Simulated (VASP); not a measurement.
Set up this calculation in VASP 6.6.1, as the native input.

```yaml
Task: single point
Functional: RPBE
Potentials_or_basis: VASP PAW PBE potentials, release 64 (Fe)
Cutoff: 520 eV
k_mesh: 16 × 16 × 9
Occupations: fermi-dirac, width 0.1 eV
Spin: no spin polarisation
Dipole_correction: no
Further_INCAR_settings: ALGO = Normal; EDIFF = 1e-07; NBANDS = 15
```

The structure of Fe lies in POSCAR:

```
Fe
1.0
    2.4454007921      0.0000000000      0.0000000000
   -1.2227003961      2.1177792084      0.0000000000
    0.0000000000      0.0000000000      3.8675000751
Fe
2
Direct
    0.3333333333      0.6666666667      0.2500000000
    0.6666666667      0.3333333333      0.7500000000
```

This cell differs from its parent crystal: volume scaled by 0.96.

These files were run (other wordings do the same):

INCAR

```
PREC = Accurate
ENCUT = 520
EDIFF = 1E-7
ISMEAR = -1
SIGMA = 0.1
LREAL = F
LASPH = T
NELM = 100
ALGO = Normal
ISIF = 2
LWAVE = F
LCHARG = F
GGA = RP
NBANDS = 15
```

KPOINTS

```
regular mesh
0
Gamma
  16 16 9
```

Potentials or basis: VASP PAW PBE potentials, release 64 (Fe).

Command:

```sh
$ cat potpaw_PBE.64/Fe/POTCAR > POTCAR
$ mpirun -np 1 vasp_std > vasp.out
```

It gave:

```
Pressure               : 11.3 GPa
Band gap on the k mesh : zero (band 8 reaches 8.16 eV, above the bottom of band 9 at 6.24 eV)
```

Caveat: the PAW data sets were made with another functional, which shifts forces and pressure a little; the run has no spin polarisation, though such a crystal can be magnetic.

It took 27 s on 1 thread of Intel(R) Xeon(R) Platinum 8488C (Sapphire Rapids), with other jobs on the host, peak memory 0.15 GiB.
